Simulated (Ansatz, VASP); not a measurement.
## HfB2 in VASP and in Ansatz

```
Hf B
1.0
     3.18027    0.00000    0.00000
    -1.59013    2.75419    0.00000
     0.00000    0.00000    3.54967
Hf B
1 2
Direct
  0.00000 0.00000 0.00000
  0.33333 0.66667 0.50000
  0.66667 0.33333 0.50000
```

Alike in both runs: functional PBE; k mesh 13 × 13 × 10; occupations fermi-dirac, width 0.05 eV; no spin polarisation.

Ansatz relaxed the structure, and its values are those at the end. VASP's run is a single point on that final structure, the one shown.

|  | VASP | Ansatz |
| --- | --- | --- |
| version | VASP 6.6.1 | Ansatz 0.2.0 |
| potentials or method | VASP PAW PBE potentials, release 64 (Hf_pv, B), cutoff 520 eV | all-electron LAPW, non-relativistic |

```tsv
	VASP	Ansatz	Ansatz less VASP
pressure (GPa)	-9.6	0.0	+9.56
```

One of these differences is far larger than is usual between the two programs; its cause wasn't traced. Ansatz ran all-electron here, and VASP with PAW potentials.

Neither program's run includes spin-orbit coupling.
